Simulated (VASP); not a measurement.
# Rb (Im-3m) in VASP: notebook, part 2 of 2

VASP 6.6.1.

### Step 4. Relaxation of cell and atoms, LDA, target pressure 4.2 GPa, at which the enthalpy is minimised

This run uses another cell than the first one, of 46.97 Å³/atom.

File INCAR:

```
ALGO = Normal
EDIFF = 1E-6
EDIFFG = -0.005
ENCUT = 600
GGA = CA
IBRION = 2
ISIF = 3
ISMEAR = -1
LASPH = True
LCHARG = False
LREAL = False
LWAVE = False
NELM = 60
NSW = 60
PREC = Accurate
PSTRESS = 42.0
SIGMA = 0.08
```

File KPOINTS:

```
k-points
0
Gamma
  12 12 12
```

File POSCAR:

```
Rb
1.0
   -2.2729610359      2.2729610359      2.2729610359
    2.2729610359     -2.2729610359      2.2729610359
    2.2729610359      2.2729610359     -2.2729610359
Rb
1
Direct
    0.0000000000      0.0000000000      0.0000000000
```

Potentials or basis: VASP PAW LDA potentials, release 64 (Rb_sv).

Launch:

```
cat potpaw_LDA.64/Rb_sv/POTCAR > POTCAR
mpirun -np 1 vasp_std > vasp.out
```

OUTCAR:

```text
EDIFF = 1E-6
   EDIFFG = -0.005
   ENCUT = 600
   GGA = CA
   IBRION = 2
   ISIF = 3
   ISMEAR = -1
   LASPH = True
   LREAL = False
   NELM = 60
   NSW = 60
   PREC = Accurate
   PSTRESS = 42.0

 ion  position               nearest neighbor table
   1  0.000  0.000  0.000-

  LATTYP: Found a body centered cubic cell.
 ALAT       =     4.5459220718

  Lattice vectors:

 A1 = (  -2.2729610359,   2.2729610359,   2.2729610359)
 A2 = (   2.2729610359,  -2.2729610359,   2.2729610359)
 A3 = (   2.2729610359,   2.2729610359,  -2.2729610359)

Analysis of symmetry for initial positions (statically):
=====================================================================
 Subroutine PRICEL returns:
 Original cell was already a primitive cell.

 Routine SETGRP: Setting up the symmetry group for a
 body centered cubic supercell.

 Subroutine GETGRP returns: Found 48 space group operations
 (whereof 48 operations were pure point group operations)
 out of a pool of 48 trial point group operations.

The static configuration has the point symmetry O_h .

Analysis of symmetry for dynamics (positions and initial velocities):
=====================================================================
 Subroutine PRICEL returns:
 Original cell was already a primitive cell.

 Routine SETGRP: Setting up the symmetry group for a
 body centered cubic supercell.

 Subroutine GETGRP returns: Found 48 space group operations
 (whereof 48 operations were pure point group operations)
 out of a pool of 48 trial point group operations.

The dynamic configuration has the point symmetry O_h .

 Subroutine INISYM returns: Found 48 space group operations
 (whereof 48 operations are pure point group operations),
 and found     1 'primitive' translations

----------------------------------------------------------------------------------------

                                     Primitive cell

  volume of cell :      46.9717

  direct lattice vectors                    reciprocal lattice vectors
    -2.272961036  2.272961036  2.272961036     0.000000000  0.219977374  0.219977374
     2.272961036 -2.272961036  2.272961036     0.219977374  0.000000000  0.219977374
     2.272961036  2.272961036 -2.272961036     0.219977374  0.219977374  0.000000000

  length of vectors
     3.936883998  3.936883998  3.936883998     0.311094986  0.311094986  0.311094986

  position of ions in fractional coordinates (direct lattice)
     0.000000000  0.000000000  0.000000000

  ion indices of the primitive-cell ions
   primitive index   ion index
                 1           1

----------------------------------------------------------------------------------------

 KPOINTS: k-points

Automatic generation of k-mesh.
 Grid dimensions read from file:
 generate k-points for:   12   12   12

 Generating k-lattice:

  Cartesian coordinates                     Fractional coordinates (reciprocal lattice)
     0.000000000  0.018331448  0.018331448     0.083333333  0.000000000  0.000000000
     0.018331448  0.000000000  0.018331448     0.000000000  0.083333333  0.000000000
     0.018331448  0.018331448  0.000000000     0.000000000  0.000000000  0.083333333

  Length of vectors
     0.025924582  0.025924582  0.025924582

  Shift w.r.t. Gamma in fractional coordinates (k-lattice)
     0.000000000  0.000000000  0.000000000

 Subroutine IBZKPT returns following result:
 ===========================================

 Found     72 irreducible k-points:

 Following reciprocal coordinates:
            Coordinates               Weight
  0.000000  0.000000  0.000000      1.000000
  0.083333  0.000000  0.000000     12.000000
  0.166667  0.000000  0.000000     12.000000
  0.250000  0.000000  0.000000     12.000000
  0.333333  0.000000  0.000000     12.000000
  0.416667  0.000000  0.000000     12.000000
[... 16 lines left out ...]
  0.333333  0.083333  0.083333     24.000000
  0.416667  0.083333  0.083333     12.000000
 [... further k-points ...]
   k-points           NKPTS =     72   k-points in BZ     NKDIM =     72   number of bands    NBANDS=      8
   number of dos      NEDOS =    301   number of ions     NIONS =      1
   total plane-waves  NPLWV =  32768
   dimension x,y,z NGX =    32 NGY =   32 NGZ =   32
   dimension x,y,z NGXF=    64 NGYF=   64 NGZF=   64
   ions per type =               1
   NGX,Y,Z   is equivalent  to a cutoff of  13.51, 13.51, 13.51 a.u.
   NGXF,Y,Z  is equivalent  to a cutoff of  27.03, 27.03, 27.03 a.u.
 SYSTEM =  unknown system
   PREC   = accura    normal or accurate (medium, high low for compatibility)
   ISTART =      0    job   : 0-new  1-cont  2-samecut
   ICHARG =      2    charge: 1-file 2-atom 10-const
   ISPIN  =      1    spin polarized calculation?
   LNONCOLLINEAR =      F non collinear calculations
   LSORBIT =      F    spin-orbit coupling
   LASPH  =      T    aspherical Exc in radial PAW
   ENCUT  =  600.0 eV  44.10 Ry    6.64 a.u.   7.86  7.86  7.86*2*pi/ulx,y,z
   NELM   =     60;   NELMIN=  2; NELMDL= -5     # of ELM steps
   EDIFF  = 0.1E-05   stopping-criterion for ELM
   LREAL  =      F    real-space projection
   EDIFFG = -.5E-02   stopping-criterion for IOM
   NSW    =     60    number of steps for IOM
   IBRION =      2    ionic relax: 0-MD 1-quasi-New 2-CG
   NFREE  =      1    steps in history (QN), initial steepest desc. (CG)
   ISIF   =      3    stress and relaxation
   ISYM   =      2    0-nonsym 1-usesym 2-fastsym
   POTIM  = 0.5000    time-step for ionic-motion
   TEBEG  =    0.0;   TEEND  =   0.0 temperature during run
   PSTRESS=   42.0 pullay stress
   NELECT =       9.0000    total number of electrons
   NUPDOWN=      -1.0000    fix difference up-down
   EMIN   =  10.00;   EMAX   =-10.00  energy-range for DOS
   EFERMI =   0.00;   METHOD = LEGACY
   ISMEAR =    -1;   SIGMA  =   0.08  broadening in eV -4-tet -1-fermi 0-gaus
   EFERMI_NEDOS =   21; number of points for ismear=-14 and -15
   IALGO  =     38    algorithm
   IMIX   =      4    mixing-type and parameters
     AMIX     =   0.40;   BMIX     =  1.00
     AMIX_MAG =   1.60;   BMIX_MAG =  1.00
  volume/ion in A,a.u.               =      46.97       316.98
  Fermi-wavevector in a.u.,A,eV,Ry     =   0.943794  1.783511 12.119339  0.890746
  Thomas-Fermi vector in A             =   2.071536
   LORBIT       =      0    0 simple, 1 ext, 2 COOP (PROOUT), +10 PAW based schemes
   GGA     = CA    functional components
   LHFCALC =     F    Hartree Fock is set to
   AEXX    =    0.0000 exact exchange contribution
   IVDW    =     0    specifies the selected vdW correction
   LEPSILON=     F    determine dielectric tensor
   LRPA    =     F    only Hartree local field effects (RPA)
 conjugate gradient relaxation of ions
 non-spin polarized calculation
  energy-cutoff  :      600.00
  volume of cell :       46.97
 maximum number of plane-waves:      1589
   NGX = 15   NGY = 15   NGZ = 15

--------------------------------------- Ionic step        1  -------------------------------------------

 number of electron       9.0000000 magnetization

 Free energy of the ion-electron system (eV)
  ---------------------------------------------------
  ext. energy  EPLUGINS =         0.00000000
  ---------------------------------------------------
  free energy    TOTEN  =        -0.78412292 eV

  energy without entropy =       -0.76290348  energy(sigma->0) =       -0.77351320

------------------------ aborting loop because EDIFF is reached ----------------------------------------

  FORCE on cell =-STRESS in cart. coord.  units (eV):
  Direction    XX          YY          ZZ          XY          YZ          ZX
  --------------------------------------------------------------------------------------
  -------------------------------------------------------------------------------------
  Total        1.2586318      1.2586318      1.2586318      0.0000000      0.0000000     -0.0000000
  in kB       42.9312276     42.9312276     42.9312276      0.0000000      0.0000000     -0.0000000
  external PRESSURE =       0.9312276 kB  Pullay stress =      42.0000000 kB
[... 61 lines left out ...]
--------------------------------------- Ionic step        3  -------------------------------------------

 number of electron       9.0000000 magnetization

 Free energy of the ion-electron system (eV)
  ---------------------------------------------------
  ext. energy  EPLUGINS =         0.00000000
  ---------------------------------------------------
  free energy    TOTEN  =        -0.79172050 eV

  energy without entropy =       -0.77043980  energy(sigma->0) =       -0.78108015

 E-fermi :   1.8269     XC(G=0):  -7.6376

 val. band max:        1.7473635524   @ k =   0.5000   0.5000   0.0833
 cond. band min:       1.8286556738   @ k =  -0.3333   0.3333   0.2500
 fundamental gap:      0.0812921214
 Fermi energy:         1.8269249936

 k-point     1 :       0.0000    0.0000    0.0000
  band No.  band energies     occupation
      1     -26.9536      2.00000
      2     -10.7882      2.00000
      3     -10.7882      2.00000
      4     -10.7882      2.00000
      5      -1.0851      2.00000
      6       5.8512      0.00000
      7       5.8512      0.00000
      8       5.8512      0.00000
[... 243 lines left out ...]
 k-point    24 :       0.4167    0.0833    0.0833
  band No.  band energies     occupation
      1     -26.8735      2.00000
      2     -11.4915      2.00000
      3     -11.0521      2.00000
      4     -10.8490      2.00000
      5       1.9405      0.38957
      6       3.6147      0.00000
      7       3.9271      0.00000
      8       7.6151      0.00000

 [... further k-points ...]
[... 5 lines left out ...]
  --------------------------------------------------------------------------------------
  -------------------------------------------------------------------------------------
  Total        1.2389730      1.2389730      1.2389730      0.0000000     -0.0000000      0.0000000
  in kB       42.0042253     42.0042253     42.0042253      0.0000000     -0.0000000      0.0000000
  external PRESSURE =       0.0042253 kB  Pullay stress =      42.0000000 kB
[... 20 lines left out ...]
  energy  without entropy=       -0.7704397980  energy(sigma->0) =       -0.78108015

  enthalpy is  TOTEN    =         0.4471278889 eV   P V=        1.2388483930

 reached required accuracy - stopping structural energy minimisation
```

Wall time 44 s (1 thread of AMD EPYC 7R43 (Zen 3), shared host); peak memory 0.14 GiB.

Results:

```yaml
Free_energy: -0.7917 eV
Relaxed_volume: 47.26 Å³/atom
Relaxed_cell: a = 3.945 Å, b = 3.945 Å, c = 3.945 Å, α = 109.47°, β = 109.47°, γ = 109.47°
Space_group_after_relaxing_to_0.1_Å: Im-3m (No. 229)
Energy_change_on_relaxing_the_run_minimises_the_enthalpy: -7.6 meV/atom
Ionic_steps: 3
Pressure_after_relaxing: 4.2 GPa
Band_gap_on_the_k_mesh: zero (an odd number of electrons rules out a gap without spin polarisation)
```

Step by step:
```
step  energy change (eV)  largest force (eV/Å)  pressure (GPa)  volume (Å³)
   1              0.0000                0.0000            4.29        46.97
   2             -0.0049                0.0000            4.23        47.16
   3             -0.0076                0.0000            4.20        47.26
```

Final structure:
```
Rb
1.0
    -2.27758    2.27758    2.27758
     2.27758   -2.27758    2.27758
     2.27758    2.27758   -2.27758
Rb
1
Direct
  0.00000 0.00000 0.00000
```

Caveat: the cell is relaxed towards a set pressure, so the run minimises the enthalpy, not the energy.

### Step 5. Relaxation of cell and atoms, LDA, target pressure 4.2 GPa, at which the enthalpy is minimised

File INCAR:

```
SYSTEM = Rb
PREC = Accurate
ENCUT = 600
EDIFF = 1E-6
ISMEAR = -1
SIGMA = 0.08
LREAL = .FALSE.
LASPH = .TRUE.
NELM = 60
ALGO = Normal
ISIF = 3
LWAVE = .FALSE.
LCHARG = .FALSE.
IBRION = 2
NSW = 32
EDIFFG = -0.005
PSTRESS = 42.0
```

File KPOINTS:

```
regular mesh
0
G
  12 12 12
  0 0 0
```

File POSCAR:

```
Rb
1.0
   -2.2772336151      2.2772336151      2.2772336151
    2.2772336151     -2.2772336151      2.2772336151
    2.2772336151      2.2772336151     -2.2772336151
Rb
1
Direct
    0.0000000000      0.0000000000      0.0000000000
```

Launch:

```
cat potpaw_LDA.64/Rb_sv/POTCAR > POTCAR
mpirun -np 1 vasp_std > vasp.out
```

It took 20 s on 1 thread of AMD EPYC 7R43 (Zen 3), shared host; peak memory 0.13 GiB.

It converged, with:

```yaml
Free_energy: -0.7912 eV
Pressure_after_relaxing: 4.2 GPa
Band_gap_on_the_k_mesh: zero (an odd number of electrons rules out a gap without spin polarisation)
```

Final structure:
```
CELL_PARAMETERS angstrom
-2.27723 2.27723 2.27723
2.27723 -2.27723 2.27723
2.27723 2.27723 -2.27723
ATOMIC_POSITIONS crystal
Rb 0.00000 0.00000 0.00000
```

Levels at points of the mesh, in eV from the Fermi level:
| k point | band 1 | band 2 | band 3 | band 4 | band 5 | band 6 | band 7 | band 8 |
| --- | --- | --- | --- | --- | --- | --- | --- | --- |
| (0.00, 0.00, 0.00) | -28.78 | -12.62 | -12.62 | -12.62 | -2.91 | 4.02 | 4.02 | 4.02 |
| (0.50, 0.00, 0.00) | -28.70 | -13.37 | -12.84 | -12.63 | -0.23 | 1.87 | 2.32 | 5.64 |
| (0.50, 0.50, 0.50) | -28.65 | -13.11 | -13.11 | -13.11 | 0.38 | 0.38 | 5.62 | 5.62 |

Caveat: the cell is relaxed towards a set pressure, so the run minimises the enthalpy, not the energy.

### Step 6. Overview

| task | cell | cutoff (eV) | gap on the mesh (eV) | pressure (GPa) |
| --- | --- | --- | --- | --- |
| single point | a = 3.944 Å, angles 109.5°, 1 atom | 520 | none | 4.2 |
| relaxation of cell and atoms | relaxed to 4.2 GPa from a = 3.937 Å, angles 109.5°, 1 atom | 600 | none | 4.2 |
| relaxation of cell and atoms | relaxed to 4.2 GPa from a = 3.944 Å, angles 109.5°, 1 atom | 600 | none | 4.2 |

Alike in all rows: level LDA; potentials or basis VASP PAW LDA potentials, release 64 (Rb_sv); no spin polarisation; k mesh 12 × 12 × 12; smearing fermi-dirac 0.08 eV.

Caveats: the cell is relaxed towards a set pressure, so the run minimises the enthalpy, not the energy (at least some runs); the cell stands under pressure (at least some runs).

Total energies depend on the potentials used, so only differences within one code and one set of settings carry meaning.

The gap in the log of VASP goes by the Fermi energy; the results here count the filled bands.